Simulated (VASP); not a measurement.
# ZnCu (Pm-3m) in VASP: further runs

Runs on ZnCu. Level: PBEsol. Tasks: single point, relaxation of cell and atoms.

Program: VASP 6.6.1. These are calculated values, not measurements. Logs are shortened: lines on timing, memory, paths and dates and some standing lists are left out, and cuts for length are marked.

## (1) The cell of the first run

Symmetry: Pm-3m, No. 221, cubic system. The conventional cell has a = 2.878 Å, b = 2.878 Å, c = 2.878 Å, α = 90.00°, β = 90.00°, γ = 90.00°. Within 3.3 Å of Zn (site symmetry m-3m) lie 8 Cu at 2.49 Å and 6 Zn at 2.88 Å. Cu (site symmetry m-3m) has 8 Zn at 2.49 Å and 6 Cu at 2.88 Å within 3.3 Å.

## (2) Single point, PBEsol

File INCAR:

```
SYSTEM = ZnCu
  PREC = Accurate
  ENCUT = 520
  EDIFF = 1E-7
  ISMEAR = -1
  SIGMA = 0.05
  LREAL = .False.
  LASPH = .True.
  NELM = 80
  ALGO = Normal
  ISIF = 2
  LWAVE = .False.
  LCHARG = .True.
  GGA = PS
  LELF = .True.
  LVHAR = .True.
  NBANDS = 18
```

File KPOINTS:

```
Automatic mesh
0
Gamma
  9 9 9
  0 0 0
```

File POSCAR:

```
ZnCu
1.0
    2.8776724832      0.0000000000      0.0000000000
    0.0000000000      2.8776724832      0.0000000000
    0.0000000000      0.0000000000      2.8776724832
Zn Cu
1 1
Direct
    0.5000000000      0.5000000000      0.5000000000
    0.0000000000      0.0000000000      0.0000000000
```

Potentials or basis: VASP PAW PBE potentials, release 64 (Zn, Cu).

Started as:

```bash
> cat potpaw_PBE.64/Zn/POTCAR potpaw_PBE.64/Cu/POTCAR > POTCAR
> mpirun -np 1 vasp_std > vasp.out
```

OUTCAR:

```text
SYSTEM = ZnCu
   PREC = Accurate
   ENCUT = 520
   EDIFF = 1E-7
   ISMEAR = -1
   LREAL = .False.
   LASPH = .True.
   NELM = 80
   ISIF = 2
   GGA = PS

 ion  position               nearest neighbor table
   1  0.500  0.500  0.500-   2 2.49   2 2.49   2 2.49   2 2.49   2 2.49   2 2.49   2 2.49   2 2.49

   2  0.000  0.000  0.000-   1 2.49   1 2.49   1 2.49   1 2.49   1 2.49   1 2.49   1 2.49   1 2.49

  LATTYP: Found a simple cubic cell.
 ALAT       =     2.8776724832

  Lattice vectors:

 A1 = (   2.8776724832,   0.0000000000,   0.0000000000)
 A2 = (   0.0000000000,   2.8776724832,   0.0000000000)
 A3 = (   0.0000000000,   0.0000000000,   2.8776724832)

Analysis of symmetry for initial positions (statically):
=====================================================================
 Subroutine PRICEL returns:
 Original cell was already a primitive cell.

 Routine SETGRP: Setting up the symmetry group for a
 simple cubic supercell.

 Subroutine GETGRP returns: Found 48 space group operations
 (whereof 48 operations were pure point group operations)
 out of a pool of 48 trial point group operations.

The static configuration has the point symmetry O_h .

Analysis of symmetry for dynamics (positions and initial velocities):
=====================================================================
 Subroutine PRICEL returns:
 Original cell was already a primitive cell.

 Routine SETGRP: Setting up the symmetry group for a
 simple cubic supercell.

 Subroutine GETGRP returns: Found 48 space group operations
 (whereof 48 operations were pure point group operations)
 out of a pool of 48 trial point group operations.

The dynamic configuration has the point symmetry O_h .

 Subroutine INISYM returns: Found 48 space group operations
 (whereof 48 operations are pure point group operations),
 and found     1 'primitive' translations

----------------------------------------------------------------------------------------

                                     Primitive cell

  volume of cell :      23.8300

  direct lattice vectors                    reciprocal lattice vectors
     2.877672483  0.000000000  0.000000000     0.347503062  0.000000000  0.000000000
     0.000000000  2.877672483  0.000000000     0.000000000  0.347503062  0.000000000
     0.000000000  0.000000000  2.877672483     0.000000000  0.000000000  0.347503062

  length of vectors
     2.877672483  2.877672483  2.877672483     0.347503062  0.347503062  0.347503062

  position of ions in fractional coordinates (direct lattice)
     0.500000000  0.500000000  0.500000000
     0.000000000  0.000000000  0.000000000

  ion indices of the primitive-cell ions
   primitive index   ion index
                 1           1
                 2           2

----------------------------------------------------------------------------------------

 KPOINTS: Automatic mesh

Automatic generation of k-mesh.
 Grid dimensions read from file:
 generate k-points for:    9    9    9

 Generating k-lattice:

  Cartesian coordinates                     Fractional coordinates (reciprocal lattice)
     0.038611451  0.000000000  0.000000000     0.111111111  0.000000000  0.000000000
     0.000000000  0.038611451  0.000000000     0.000000000  0.111111111  0.000000000
     0.000000000  0.000000000  0.038611451     0.000000000  0.000000000  0.111111111

  Length of vectors
     0.038611451  0.038611451  0.038611451

  Shift w.r.t. Gamma in fractional coordinates (k-lattice)
     0.000000000  0.000000000  0.000000000

 Subroutine IBZKPT returns following result:
 ===========================================

 Found     35 irreducible k-points:

 Following reciprocal coordinates:
            Coordinates               Weight
  0.000000  0.000000  0.000000      1.000000
  0.111111  0.000000  0.000000      6.000000
  0.222222  0.000000  0.000000      6.000000
  0.333333  0.000000  0.000000      6.000000
  0.444444  0.000000  0.000000      6.000000
  0.111111  0.111111  0.000000     12.000000
[... 16 lines left out ...]
  0.333333  0.333333  0.111111     24.000000
  0.444444  0.333333  0.111111     48.000000
 [... further k-points ...]
   k-points           NKPTS =     35   k-points in BZ     NKDIM =     35   number of bands    NBANDS=     18
   number of dos      NEDOS =    301   number of ions     NIONS =      2
   total plane-waves  NPLWV =  13824
   dimension x,y,z NGX =    24 NGY =   24 NGZ =   24
   dimension x,y,z NGXF=    48 NGYF=   48 NGZF=   48
   ions per type =               1   1
   NGX,Y,Z   is equivalent  to a cutoff of  13.87, 13.87, 13.87 a.u.
   NGXF,Y,Z  is equivalent  to a cutoff of  27.73, 27.73, 27.73 a.u.
 SYSTEM =  ZnCu
   PREC   = accura    normal or accurate (medium, high low for compatibility)
   ISTART =      0    job   : 0-new  1-cont  2-samecut
   ICHARG =      2    charge: 1-file 2-atom 10-const
   ISPIN  =      1    spin polarized calculation?
   LNONCOLLINEAR =      F non collinear calculations
   LSORBIT =      F    spin-orbit coupling
   LASPH  =      T    aspherical Exc in radial PAW
   ENCUT  =  520.0 eV  38.22 Ry    6.18 a.u.   5.35  5.35  5.35*2*pi/ulx,y,z
   NELM   =     80;   NELMIN=  2; NELMDL= -5     # of ELM steps
   EDIFF  = 0.1E-06   stopping-criterion for ELM
   LREAL  =      F    real-space projection
   EDIFFG = 0.1E-05   stopping-criterion for IOM
   NSW    =      0    number of steps for IOM
   IBRION =     -1    ionic relax: 0-MD 1-quasi-New 2-CG
   NFREE  =      0    steps in history (QN), initial steepest desc. (CG)
   ISIF   =      2    stress and relaxation
   ISYM   =      2    0-nonsym 1-usesym 2-fastsym
   POTIM  = 0.5000    time-step for ionic-motion
   TEBEG  =    0.0;   TEEND  =   0.0 temperature during run
   PSTRESS=    0.0 pullay stress
   NELECT =      23.0000    total number of electrons
   NUPDOWN=      -1.0000    fix difference up-down
   EMIN   =  10.00;   EMAX   =-10.00  energy-range for DOS
   EFERMI =   0.00;   METHOD = LEGACY
   ISMEAR =    -1;   SIGMA  =   0.05  broadening in eV -4-tet -1-fermi 0-gaus
   EFERMI_NEDOS =   21; number of points for ismear=-14 and -15
   IALGO  =     38    algorithm
   IMIX   =      4    mixing-type and parameters
     AMIX     =   0.40;   BMIX     =  1.00
     AMIX_MAG =   1.60;   BMIX_MAG =  1.00
  volume/ion in A,a.u.               =      11.92        80.41
  Fermi-wavevector in a.u.,A,eV,Ry     =   1.617867  3.057325 35.613151  2.617493
  Thomas-Fermi vector in A             =   2.712222
   LORBIT       =      0    0 simple, 1 ext, 2 COOP (PROOUT), +10 PAW based schemes
   GGA     = PS    functional components
   LHFCALC =     F    Hartree Fock is set to
   AEXX    =    0.0000 exact exchange contribution
   IVDW    =     0    specifies the selected vdW correction
   LEPSILON=     F    determine dielectric tensor
   LRPA    =     F    only Hartree local field effects (RPA)
 non-spin polarized calculation
  energy-cutoff  :      520.00
  volume of cell :       23.83
 maximum number of plane-waves:       656
 NGX is ok and might be reduce to    24
   NGX = 11   NGY = 11   NGZ = 11

 number of electron      22.9999979 magnetization

 Free energy of the ion-electron system (eV)
  ---------------------------------------------------
  ext. energy  EPLUGINS =         0.00000000
  ---------------------------------------------------
  free energy    TOTEN  =        -6.06556931 eV

  energy without entropy =       -6.06167248  energy(sigma->0) =       -6.06362090

 E-fermi :   6.1023     XC(G=0): -12.9617

 val. band max:        6.0024748945   @ k =   0.3333   0.2222   0.0000
 cond. band min:       6.1971843860   @ k =   0.4444   0.4444   0.2222
 fundamental gap:      0.1947094915
 Fermi energy:         6.1022825858

 k-point     1 :       0.0000    0.0000    0.0000
  band No.  band energies     occupation
      1      -4.8723      2.00000
      2      -2.0250      2.00000
      3      -2.0250      2.00000
      4      -1.2025      2.00000
      5      -1.2025      2.00000
      6      -1.2025      2.00000
[... 10 lines left out ...]
     17      19.4469      0.00000
     18      30.1802      0.00000

 k-point     2 :       0.1111    0.0000    0.0000
  band No.  band energies     occupation
      1      -4.6381      2.00000
      2      -1.9930      2.00000
      3      -1.9708      2.00000
      4      -1.2239      2.00000
      5      -1.2239      2.00000
      6      -1.1904      2.00000
[... 10 lines left out ...]
     17      20.9207      0.00000
     18      28.1468      0.00000

 k-point     3 :       0.2222    0.0000    0.0000
  band No.  band energies     occupation
      1      -3.9571      2.00000
      2      -1.9102      2.00000
      3      -1.8191      2.00000
      4      -1.2779      2.00000
      5      -1.2779      2.00000
      6      -1.1594      2.00000
[... 10 lines left out ...]
     17      24.9118      0.00000
     18      25.5456      0.00000

 k-point     4 :       0.3333    0.0000    0.0000
  band No.  band energies     occupation
      1      -2.9484      2.00000
      2      -1.8124      2.00000
      3      -1.5503      2.00000
      4      -1.3389      2.00000
      5      -1.3389      2.00000
      6      -1.1236      2.00000
[... 10 lines left out ...]
     17      22.5985      0.00000
     18      22.5985      0.00000

 k-point     5 :       0.4444    0.0000    0.0000
  band No.  band energies     occupation
      1      -2.1863      2.00000
      2      -1.7464      2.00000
      3      -1.3784      2.00000
      4      -1.3784      2.00000
      5      -1.0999      2.00000
      6      -0.8323      2.00000
[... 10 lines left out ...]
     17      19.9215      0.00000
     18      20.7886      0.00000

 k-point     6 :       0.1111    0.1111    0.0000
  band No.  band energies     occupation
      1      -4.4074      2.00000
      2      -1.9541      2.00000
      3      -1.9260      2.00000
      4      -1.2465      2.00000
      5      -1.2375      2.00000
      6      -1.1928      2.00000
[... 307 lines left out ...]
 k-point    21 :       0.3333    0.2222    0.1111
  band No.  band energies     occupation
      1      -2.2597      2.00000
      2      -1.7400      2.00000
      3      -1.5122      2.00000
      4      -1.4343      2.00000
      5      -1.3261      2.00000
      6      -0.8924      2.00000
[... 10 lines left out ...]
     17      22.3988      0.00000
     18      23.7514      0.00000

 k-point    22 :       0.4444    0.2222    0.1111
  band No.  band energies     occupation
      1      -1.9372      2.00000
      2      -1.7722      2.00000
      3      -1.5019      2.00000
      4      -1.4637      2.00000
      5      -1.3286      2.00000
      6       0.2081      2.00000
[... 10 lines left out ...]
     17      23.2589      0.00000
     18      24.2734      0.00000

 k-point    23 :       0.3333    0.3333    0.1111
  band No.  band energies     occupation
      1      -2.0941      2.00000
      2      -1.7849      2.00000
      3      -1.4827      2.00000
      4      -1.4298      2.00000
      5      -1.2298      2.00000
      6      -0.2409      2.00000
[... 10 lines left out ...]
     17      21.1942      0.00000
     18      22.9587      0.00000

 k-point    24 :       0.4444    0.3333    0.1111
  band No.  band energies     occupation
      1      -2.0923      2.00000
      2      -1.7873      2.00000
      3      -1.5312      2.00000
      4      -1.4649      2.00000
      5      -1.1097      2.00000
      6       0.7238      2.00000
[... 10 lines left out ...]
     17      22.0169      0.00000
     18      23.1876      0.00000

 [... further k-points ...]
[... 5 lines left out ...]
  --------------------------------------------------------------------------------------
  -------------------------------------------------------------------------------------
  Total        0.8534906      0.8534906      0.8534906     -0.0000000      0.0000000     -0.0000000
  in kB       57.3832589     57.3832589     57.3832589     -0.0000000      0.0000000     -0.0000000
  external PRESSURE =      57.3832589 kB  Pullay stress =       0.0000000 kB

 VOLUME and BASIS-vectors are now :
 -----------------------------------------------------------------------------
  energy-cutoff  :      520.00
  volume of cell :       23.83
      direct lattice vectors                 reciprocal lattice vectors
     2.877672483  0.000000000  0.000000000     0.347503062  0.000000000  0.000000000
     0.000000000  2.877672483  0.000000000     0.000000000  0.347503062  0.000000000
     0.000000000  0.000000000  2.877672483     0.000000000  0.000000000  0.347503062

 POSITION                                       TOTAL-FORCE (eV/Angst)
 -----------------------------------------------------------------------------------
      1.43884      1.43884      1.43884         0.000000      0.000000      0.000000
      0.00000      0.00000      0.00000         0.000000      0.000000      0.000000
 -----------------------------------------------------------------------------------
    total drift:                                0.000000      0.000000     -0.000000

  FREE ENERGIE OF THE ION-ELECTRON SYSTEM (eV)
  ---------------------------------------------------
  free  energy   TOTEN  =        -6.0655693096 eV

  energy  without entropy=       -6.0616724838  energy(sigma->0) =       -6.06362090
```

Wall time 12 s (1 thread of Intel Xeon Platinum 8488C (Sapphire Rapids), shared host); peak memory 0.14 GiB.

What came out:

```
Free energy : -6.0656 eV
Pressure    : 5.7 GPa
```

Levels at points of the mesh, in eV from the Fermi level:
```csv
k point,band 7,band 8,band 9,band 10,band 11,band 12,band 13,band 14,band 15,band 16
"(0.00, 0.00, 0.00)",-3.83,-3.83,-2.91,-2.91,-2.91,6.39,6.39,6.39,11.66,11.66
```

Caveat: the PAW data sets were made with another functional, which shifts forces and pressure a little.

(Part 1 of 2 ends here.)
